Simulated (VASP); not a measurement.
# Lu (Fm-3m) in VASP: further runs

Runs on Lu. Level: BLYP. Tasks: single point.

Program: VASP 6.6.1. These are calculated values, not measurements. Logs are shortened: lines on timing, memory, paths and dates and some standing lists are left out, and cuts for length are marked.

**1. The cell of the first run**

Symmetry: Fm-3m, No. 225, cubic system. Conventional cell: a = 4.915 Å, b = 4.915 Å, c = 4.915 Å, α = 90.00°, β = 90.00°, γ = 90.00°. Lu (site symmetry m-3m) has 12 Lu at 3.48 Å within 4.6 Å.

**2. Single point, BLYP**

INCAR

```
PREC = Accurate
ENCUT = 520
EDIFF = 1E-6
ISMEAR = -1
SIGMA = 0.1
LREAL = False
LASPH = True
NELM = 60
ALGO = Normal
ISIF = 2
LWAVE = False
LCHARG = False
GGA = B5
ALDAX = 1.0
AGGAX = 1.0
AGGAC = 1.0
ALDAC = 0.0
NBANDS = 18
```

KPOINTS

```
Automatic mesh
0
Gamma
  11 11 11
```

POSCAR

```
Lu
1.0
    0.0000000000      2.4576553022      2.4576553022
    2.4576553022      0.0000000000      2.4576553022
    2.4576553022      2.4576553022      0.0000000000
Lu
1
Direct
    0.0000000000      0.0000000000      0.0000000000
```

Potentials or basis: VASP PAW PBE potentials, release 64 (Lu).

Launch:

```bash
$ cat potpaw_PBE.64/Lu/POTCAR > POTCAR
$ mpirun -np 1 vasp_std > vasp.out
```

OUTCAR:

```text
PREC = Accurate
   ENCUT = 520
   EDIFF = 1E-6
   ISMEAR = -1
   LREAL = False
   LASPH = True
   NELM = 60
   ISIF = 2
   GGA = B5

 ion  position               nearest neighbor table
   1  0.000  0.000  0.000-

  LATTYP: Found a face centered cubic cell.
 ALAT       =     4.9153106044

  Lattice vectors:

 A1 = (   0.0000000000,   2.4576553022,   2.4576553022)
 A2 = (   2.4576553022,   0.0000000000,   2.4576553022)
 A3 = (   2.4576553022,   2.4576553022,   0.0000000000)

Analysis of symmetry for initial positions (statically):
=====================================================================
 Subroutine PRICEL returns:
 Original cell was already a primitive cell.

 Routine SETGRP: Setting up the symmetry group for a
 face centered cubic supercell.

 Subroutine GETGRP returns: Found 48 space group operations
 (whereof 48 operations were pure point group operations)
 out of a pool of 48 trial point group operations.

The static configuration has the point symmetry O_h .

Analysis of symmetry for dynamics (positions and initial velocities):
=====================================================================
 Subroutine PRICEL returns:
 Original cell was already a primitive cell.

 Routine SETGRP: Setting up the symmetry group for a
 face centered cubic supercell.

 Subroutine GETGRP returns: Found 48 space group operations
 (whereof 48 operations were pure point group operations)
 out of a pool of 48 trial point group operations.

The dynamic configuration has the point symmetry O_h .

 Subroutine INISYM returns: Found 48 space group operations
 (whereof 48 operations are pure point group operations),
 and found     1 'primitive' translations

----------------------------------------------------------------------------------------

                                     Primitive cell

  volume of cell :      29.6888

  direct lattice vectors                    reciprocal lattice vectors
     0.000000000  2.457655302  2.457655302    -0.203445943  0.203445943  0.203445943
     2.457655302  0.000000000  2.457655302     0.203445943 -0.203445943  0.203445943
     2.457655302  2.457655302  0.000000000     0.203445943  0.203445943 -0.203445943

  length of vectors
     3.475649460  3.475649460  3.475649460     0.352378709  0.352378709  0.352378709

  position of ions in fractional coordinates (direct lattice)
     0.000000000  0.000000000  0.000000000

  ion indices of the primitive-cell ions
   primitive index   ion index
                 1           1

----------------------------------------------------------------------------------------

 KPOINTS: Automatic mesh

Automatic generation of k-mesh.
 Grid dimensions read from file:
 generate k-points for:   11   11   11

 Generating k-lattice:

  Cartesian coordinates                     Fractional coordinates (reciprocal lattice)
    -0.018495086  0.018495086  0.018495086     0.090909091  0.000000000  0.000000000
     0.018495086 -0.018495086  0.018495086     0.000000000  0.090909091  0.000000000
     0.018495086  0.018495086 -0.018495086     0.000000000  0.000000000  0.090909091

  Length of vectors
     0.032034428  0.032034428  0.032034428

  Shift w.r.t. Gamma in fractional coordinates (k-lattice)
     0.000000000  0.000000000  0.000000000

 Subroutine IBZKPT returns following result:
 ===========================================

 Found     56 irreducible k-points:

 Following reciprocal coordinates:
            Coordinates               Weight
  0.000000  0.000000  0.000000      1.000000
  0.090909  0.000000  0.000000      8.000000
  0.181818  0.000000  0.000000      8.000000
  0.272727  0.000000  0.000000      8.000000
  0.363636  0.000000  0.000000      8.000000
  0.454545  0.000000  0.000000      8.000000
[... 16 lines left out ...]
 -0.272727  0.181818  0.000000     24.000000
 -0.181818  0.181818  0.000000     12.000000
 [... further k-points ...]
   k-points           NKPTS =     56   k-points in BZ     NKDIM =     56   number of bands    NBANDS=     18
   number of dos      NEDOS =    301   number of ions     NIONS =      1
   total plane-waves  NPLWV =  21952
   dimension x,y,z NGX =    28 NGY =   28 NGZ =   28
   dimension x,y,z NGXF=    56 NGYF=   56 NGZF=   56
   ions per type =               1
   NGX,Y,Z   is equivalent  to a cutoff of  13.39, 13.39, 13.39 a.u.
   NGXF,Y,Z  is equivalent  to a cutoff of  26.79, 26.79, 26.79 a.u.
 SYSTEM =  unknown system
   PREC   = accura    normal or accurate (medium, high low for compatibility)
   ISTART =      0    job   : 0-new  1-cont  2-samecut
   ICHARG =      2    charge: 1-file 2-atom 10-const
   ISPIN  =      1    spin polarized calculation?
   LNONCOLLINEAR =      F non collinear calculations
   LSORBIT =      F    spin-orbit coupling
   LASPH  =      T    aspherical Exc in radial PAW
   ENCUT  =  520.0 eV  38.22 Ry    6.18 a.u.   6.46  6.46  6.46*2*pi/ulx,y,z
   NELM   =     60;   NELMIN=  2; NELMDL= -5     # of ELM steps
   EDIFF  = 0.1E-05   stopping-criterion for ELM
   LREAL  =      F    real-space projection
   EDIFFG = 0.1E-04   stopping-criterion for IOM
   NSW    =      0    number of steps for IOM
   IBRION =     -1    ionic relax: 0-MD 1-quasi-New 2-CG
   NFREE  =      0    steps in history (QN), initial steepest desc. (CG)
   ISIF   =      2    stress and relaxation
   ISYM   =      2    0-nonsym 1-usesym 2-fastsym
   POTIM  = 0.5000    time-step for ionic-motion
   TEBEG  =    0.0;   TEEND  =   0.0 temperature during run
   PSTRESS=    0.0 pullay stress
   NELECT =      25.0000    total number of electrons
   NUPDOWN=      -1.0000    fix difference up-down
   EMIN   =  10.00;   EMAX   =-10.00  energy-range for DOS
   EFERMI =   0.00;   METHOD = LEGACY
   ISMEAR =    -1;   SIGMA  =   0.10  broadening in eV -4-tet -1-fermi 0-gaus
   EFERMI_NEDOS =   21; number of points for ismear=-14 and -15
   IALGO  =     38    algorithm
   IMIX   =      4    mixing-type and parameters
     AMIX     =   0.40;   BMIX     =  1.00
     AMIX_MAG =   1.60;   BMIX_MAG =  1.00
  volume/ion in A,a.u.               =      29.69       200.35
  Fermi-wavevector in a.u.,A,eV,Ry     =   1.545933  2.921389 32.516663  2.389907
  Thomas-Fermi vector in A             =   2.651241
   LORBIT       =      0    0 simple, 1 ext, 2 COOP (PROOUT), +10 PAW based schemes
   GGA     = B5    functional components
   LHFCALC =     F    Hartree Fock is set to
   AEXX    =    0.0000 exact exchange contribution
   IVDW    =     0    specifies the selected vdW correction
   LEPSILON=     F    determine dielectric tensor
   LRPA    =     F    only Hartree local field effects (RPA)
 non-spin polarized calculation
  energy-cutoff  :      520.00
  volume of cell :       29.69
 maximum number of plane-waves:       821
 NGX is ok and might be reduce to    28
   NGX = 13   NGY = 13   NGZ = 13

 number of electron      24.9999998 magnetization

 Free energy of the ion-electron system (eV)
  ---------------------------------------------------
  ext. energy  EPLUGINS =         0.00000000
  ---------------------------------------------------
  free energy    TOTEN  =        -3.49417407 eV

  energy without entropy =       -3.44416441  energy(sigma->0) =       -3.46916924

 E-fermi :   2.7100     XC(G=0): -10.1016

 val. band max:        2.6812270765   @ k =   0.4545   0.1818   0.0000
 cond. band min:       2.7747635520   @ k =  -0.4545   0.1818   0.0909
 fundamental gap:      0.0935364755
 Fermi energy:         2.7100368494

 k-point     1 :       0.0000    0.0000    0.0000
  band No.  band energies     occupation
      1     -53.3895      2.00000
      2     -24.0398      2.00000
      3     -24.0398      2.00000
      4     -24.0398      2.00000
      5      -3.2281      2.00000
      6      -2.4506      2.00000
[... 10 lines left out ...]
     17       7.0149      0.00000
     18      12.9905      0.00000

 k-point     2 :       0.0909    0.0000    0.0000
  band No.  band energies     occupation
      1     -53.3873      2.00000
      2     -24.0787      2.00000
      3     -24.0450      2.00000
      4     -24.0450      2.00000
      5      -3.0035      2.00000
      6      -2.4462      2.00000
[... 10 lines left out ...]
     17       6.9033      0.00000
     18      13.4881      0.00000

 k-point     3 :       0.1818    0.0000    0.0000
  band No.  band energies     occupation
      1     -53.3814      2.00000
      2     -24.1814      2.00000
      3     -24.0586      2.00000
      4     -24.0586      2.00000
      5      -2.4358      2.00000
      6      -2.4116      2.00000
[... 10 lines left out ...]
     17       6.7953      0.00000
     18      13.6138      0.00000

 k-point     4 :       0.2727    0.0000    0.0000
  band No.  band energies     occupation
      1     -53.3736      2.00000
      2     -24.3128      2.00000
      3     -24.0765      2.00000
      4     -24.0765      2.00000
      5      -2.4308      2.00000
      6      -2.3992      2.00000
[... 10 lines left out ...]
     17       7.1561      0.00000
     18      12.3979      0.00000

 k-point     5 :       0.3636    0.0000    0.0000
  band No.  band energies     occupation
      1     -53.3665      2.00000
      2     -24.4306      2.00000
      3     -24.0928      2.00000
      4     -24.0928      2.00000
      5      -2.4344      2.00000
      6      -2.3976      2.00000
[... 10 lines left out ...]
     17       7.9253      0.00000
     18      11.3333      0.00000

 k-point     6 :       0.4545    0.0000    0.0000
  band No.  band energies     occupation
      1     -53.3622      2.00000
      2     -24.4993      2.00000
      3     -24.1025      2.00000
      4     -24.1025      2.00000
      5      -2.4377      2.00000
      6      -2.4068      2.00000
[... 307 lines left out ...]
 k-point    21 :      -0.4545    0.1818    0.0000
  band No.  band energies     occupation
      1     -53.3583      2.00000
      2     -24.4622      2.00000
      3     -24.1961      2.00000
      4     -24.1309      2.00000
      5      -2.4209      2.00000
      6      -2.4115      2.00000
[... 10 lines left out ...]
     17       8.8885      0.00000
     18       9.9783      0.00000

 k-point    22 :      -0.3636    0.1818    0.0000
  band No.  band energies     occupation
      1     -53.3597      2.00000
      2     -24.4400      2.00000
      3     -24.2057      2.00000
      4     -24.1147      2.00000
      5      -2.4209      2.00000
      6      -2.4119      2.00000
[... 10 lines left out ...]
     17       9.1288      0.00000
     18      10.7076      0.00000

 k-point    23 :      -0.2727    0.1818    0.0000
  band No.  band energies     occupation
      1     -53.3644      2.00000
      2     -24.3777      2.00000
      3     -24.1910      2.00000
      4     -24.0928      2.00000
      5      -2.4175      2.00000
      6      -2.4051      2.00000
[... 10 lines left out ...]
     17       8.9968      0.00000
     18      11.8957      0.00000

 k-point    24 :      -0.1818    0.1818    0.0000
  band No.  band energies     occupation
      1     -53.3710      2.00000
      2     -24.3007      2.00000
      3     -24.1494      2.00000
      4     -24.0722      2.00000
      5      -2.4148      2.00000
      6      -2.4114      2.00000
[... 10 lines left out ...]
     17       8.1721      0.00000
     18      13.2449      0.00000

 [... further k-points ...]

------------------------ aborting loop because EDIFF is reached ----------------------------------------

  FORCE on cell =-STRESS in cart. coord.  units (eV):
  Direction    XX          YY          ZZ          XY          YZ          ZX
  --------------------------------------------------------------------------------------
  -------------------------------------------------------------------------------------
  Total        0.0376753      0.0376753      0.0376753      0.0000000      0.0000000     -0.0000000
  in kB        2.0331732      2.0331732      2.0331732      0.0000000      0.0000000     -0.0000000
  external PRESSURE =       2.0331732 kB  Pullay stress =       0.0000000 kB

 VOLUME and BASIS-vectors are now :
 -----------------------------------------------------------------------------
  energy-cutoff  :      520.00
  volume of cell :       29.69
      direct lattice vectors                 reciprocal lattice vectors
     0.000000000  2.457655302  2.457655302    -0.203445943  0.203445943  0.203445943
     2.457655302  0.000000000  2.457655302     0.203445943 -0.203445943  0.203445943
     2.457655302  2.457655302  0.000000000     0.203445943  0.203445943 -0.203445943

 POSITION                                       TOTAL-FORCE (eV/Angst)
 -----------------------------------------------------------------------------------
      0.00000      0.00000      0.00000         0.000000      0.000000      0.000000
 -----------------------------------------------------------------------------------
    total drift:                               -0.000000     -0.000000     -0.000000

  FREE ENERGIE OF THE ION-ELECTRON SYSTEM (eV)
  ---------------------------------------------------
  free  energy   TOTEN  =        -3.4941740704 eV

  energy  without entropy=       -3.4441644115  energy(sigma->0) =       -3.46916924
```

Wall time 30 s (1 thread of Intel Xeon Platinum 8559C (Emerald Rapids), shared host); peak memory 0.18 GiB.

What came out:

| Property | Result |
| --- | --- |
| Free energy | -3.4942 eV |
| Pressure | 0.2 GPa |

Levels at points of the mesh, in eV from the Fermi level:
```
           k point  band 10  band 11  band 12  band 13  band 14  band 15
(0.00, 0.00, 0.00)    -5.04    -5.04    -5.04     2.05     2.05     2.05
```

Caveat: the PAW data sets were made with another functional, which shifts forces and pressure a little; spin-orbit coupling is left out, which moves the levels of the heavy elements.

**3. Single point, BLYP (volume scaled by 0.92)**

INCAR

```
  PREC = Accurate
  ENCUT = 520
  EDIFF = 1E-6
  ISMEAR = -1
  SIGMA = 0.1
  LREAL = F
  LASPH = T
  NELM = 60
  ALGO = Normal
  ISIF = 2
  LWAVE = F
  LCHARG = T
  GGA = B5
  ALDAX = 1.0
  AGGAX = 1.0
  AGGAC = 1.0
  ALDAC = 0.0
  LELF = T
  LVHAR = T
  NBANDS = 18
```

KPOINTS

```
regular mesh
0
Gamma
  12 12 12
```

POSCAR

```
Lu
1.0
    0.0000000000      2.3902880856      2.3902880856
    2.3902880856      0.0000000000      2.3902880856
    2.3902880856      2.3902880856      0.0000000000
Lu
1
Direct
    0.0000000000      0.0000000000      0.0000000000
```

Potentials or basis: VASP PAW PBE potentials, release 64 (Lu).

Launch:

```bash
$ cat potpaw_PBE.64/Lu/POTCAR > POTCAR
$ mpirun -np 1 vasp_std > vasp.out
```

It took 29 s on 1 thread of Intel Xeon Platinum 8559C (Emerald Rapids), shared host; peak memory 0.19 GiB.

It converged, with:

```
Free energy : -3.4611 eV
Pressure    : 4.3 GPa
```

Levels at points of the mesh, in eV from the Fermi level:
```csv
k point,band 9,band 10,band 11,band 12,band 13,band 14,band 15,band 16
"(0.00, 0.00, 0.00)",-4.97,-4.88,-4.88,-4.88,2.14,2.14,2.14,4.63
"(0.50, 0.00, 0.00)",-4.91,-4.91,-4.88,-2.69,0.70,1.93,1.93,6.50
"(0.50, 0.50, 0.00)",-4.92,-4.92,-4.91,-2.20,-1.04,2.38,6.52,7.06
```

Caveat: the PAW data sets were made with another functional, which shifts forces and pressure a little; spin-orbit coupling is left out, which moves the levels of the heavy elements.
